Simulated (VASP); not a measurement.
Here is a VASP 6.6.1 calculation.

Contents of INCAR:

```
  ALGO = Normal
  EDIFF = 1E-6
  ENCUT = 520
  GGA = PE
  ISIF = 2
  ISMEAR = 0
  LASPH = True
  LCHARG = False
  LREAL = False
  LWAVE = False
  NBANDS = 15
  NELM = 80
  PREC = Accurate
  SIGMA = 0.05
```

The input KPOINTS:

```
k-points
0
Gamma
  8 8 8
```

File POSCAR:

```
KBr
1.0
    4.0434990000      0.0000000000      0.0000000000
    0.0000000000      4.0434990000      0.0000000000
    0.0000000000      0.0000000000      4.0434990000
K Br
1 1
Direct
    0.0000000000      0.0247310559      0.0000000000
    0.5000000000      0.5000000000      0.5000000000
```

Potentials or basis: VASP PAW PBE potentials, release 64 (K_sv, Br).

Run with:

```sh
$ cat potpaw_PBE.64/K_sv/POTCAR potpaw_PBE.64/Br/POTCAR > POTCAR
$ mpirun -np 1 vasp_std > vasp.out
```

(1) Estimate the pressure.

(2) What does it give for the band gap on the k mesh?

(3) Predict the largest force.

Answers

(1) 0.0 GPa.

(2) 3.87 eV, indirect (least direct gap 4.13 eV).

(3) 0.055 eV/Å.
